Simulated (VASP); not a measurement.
Crystal: SiC.

```
CELL_PARAMETERS angstrom
0.00000 2.17900 2.17900
2.17900 0.00000 2.17900
2.17900 2.17900 0.00000
ATOMIC_POSITIONS crystal
Si 0.00000 0.00000 0.00000
C 0.75000 0.75000 0.75000
```

```yaml
Program: VASP 6.6.1
Task: relaxation of cell and atoms
Functional: LDA
Potentials_or_basis: VASP PAW LDA potentials, release 64 (Si, C)
Cutoff: 600 eV
k_mesh: 18 × 18 × 18
Occupations: fermi-dirac, width 0.1 eV
Spin: no spin polarisation
```

At the start: pressure -4.2 GPa; volume 10.35 Å³/atom.

Where does the relaxation end?

Over 3 steps the energy falls by 2.6 meV/atom and the volume is 10.15 Å³/atom (-1.9 %); space group F-43m (No. 216, to 0.05 Å).

Step by step:
| step | energy change (eV) | largest force (eV/Å) | pressure (GPa) | volume (Å³) |
| --- | --- | --- | --- | --- |
| 1 | 0.0000 | 0.0000 | -4.18 | 20.69 |
| 2 | 0.0009 | 0.0000 | 4.83 | 19.89 |
| 3 | -0.0052 | 0.0000 | -0.02 | 20.30 |

Final structure:
```cif
data_structure
_symmetry_space_group_name_H-M 'P 1'
_symmetry_Int_Tables_number 1
_cell_length_a 3.0622
_cell_length_b 3.0622
_cell_length_c 3.0622
_cell_angle_alpha 60.000
_cell_angle_beta 60.000
_cell_angle_gamma 60.000
_cell_volume 20.30
loop_
_atom_site_label
_atom_site_type_symbol
_atom_site_fract_x
_atom_site_fract_y
_atom_site_fract_z
_atom_site_occupancy
Si1 Si 0.00000 0.00000 0.00000 1
C1 C 0.75000 0.75000 0.75000 1
```
